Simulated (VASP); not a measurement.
Here is a VASP 6.6.1 calculation.

Contents of INCAR:

```
SYSTEM = Rh
  PREC = Accurate
  ENCUT = 500
  EDIFF = 1E-7
  ISMEAR = 0
  SIGMA = 0.05
  LREAL = .False.
  LASPH = .True.
  NELM = 120
  ALGO = Normal
  ISIF = 3
  LWAVE = .False.
  LCHARG = .False.
  GGA = PS
  IBRION = 2
  NSW = 60
  EDIFFG = -0.03
  GGA_COMPAT = .False.
  NELMIN = 4
```

Contents of KPOINTS:

```
Automatic mesh
0
Gamma
  9 9 5
  0 0 0
```

POSCAR

```
Rh
1.0
    2.7309790400      0.0000000000      0.0000000000
   -1.3654895200      2.3650972300      0.0000000000
    0.0000000000      0.0000000000      4.4284890000
Rh
2
Direct
    0.6666666675      0.3333333277      0.7500000000
    0.3333333304      0.6666666681      0.2500000000
```

Potentials or basis: VASP PAW PBE potentials, release 64 (Rh_pv).

Run with:

```sh
$ cat potpaw_PBE.64/Rh_pv/POTCAR > POTCAR
$ mpirun -np 1 vasp_std > vasp.out
```

Question: What does it give for the space group after relaxing (to 0.05 Å)?

Answer: P6_3/mmc (No. 194).

Question: Estimate the band gap on the k mesh.

Answer: Zero (band 15 reaches 12.75 eV, above the bottom of band 16 at 10.58 eV).

Question: Estimate the relaxed volume.

Answer: 13.56 Å³/atom.

Final structure:
```
Rh
1.0
     2.68248    0.00000    0.00000
    -1.34124    2.32310    0.00000
     0.00000    0.00000    4.35042
Rh
2
Direct
  0.66667 0.33333 0.75000
  0.33333 0.66667 0.25000
```

Caveat: the PAW data sets were made with another functional, which shifts forces and pressure a little.
